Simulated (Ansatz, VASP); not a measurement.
Al2GaSb3 in VASP and in Ansatz

```
Al Ga Sb
1.0
     4.38876   -0.00105    0.00054
    -2.19529    3.79996   -0.00029
     0.00236   -0.00013   21.65760
Al Ga Sb
4 2 6
Direct
  0.00004 0.99978 0.16678
  0.66614 0.33335 0.99986
  0.66711 0.33355 0.33363
  0.66666 0.33289 0.66663
  0.99999 0.00007 0.50034
  0.99996 0.00037 0.83350
  0.00041 0.00029 0.29165
  0.00000 0.99965 0.62494
  0.99945 0.00011 0.95812
  0.66677 0.33303 0.12474
  0.66676 0.33333 0.45844
  0.66673 0.33359 0.79157
```

Change from the starting cell: cell x1, atoms moved at random (sigma 0.05 Å) and cell strained at random (1.5 %), then relaxed without symmetry.

Alike in both runs: functional PBE; k mesh 6 × 6 × 1; occupations gaussian, width 0.2 eV; no spin polarisation.

Ansatz relaxed the structure, and its values are those at the end. VASP's run is a single point on that final structure, the one shown.

|  | VASP | Ansatz |
| --- | --- | --- |
| version | VASP 6.6.1 | Ansatz 0.2.0 |
| potentials or method | VASP PAW PBE potentials, release 64 (Al, Ga_d, Sb), cutoff 520 eV | scalar-relativistic, plane waves, PAW |
| valence electrons in the cell | 68 | 128 |

```tsv
	VASP	Ansatz	Ansatz less VASP
gap on the k mesh at the Fermi level (eV)	0.25	0.25	+0.004
least direct gap on the mesh (eV)	0.25	0.25	+0.004
pressure (GPa)	0.2	0.0	-0.14
rms of the force components (eV/Å)	0.003	0.003	-0.0003
```

VASP's potentials hold 68 valence electrons a cell and Ansatz's 128, so a difference there can come from the potentials and not from the codes.

Spin-orbit coupling is off throughout.
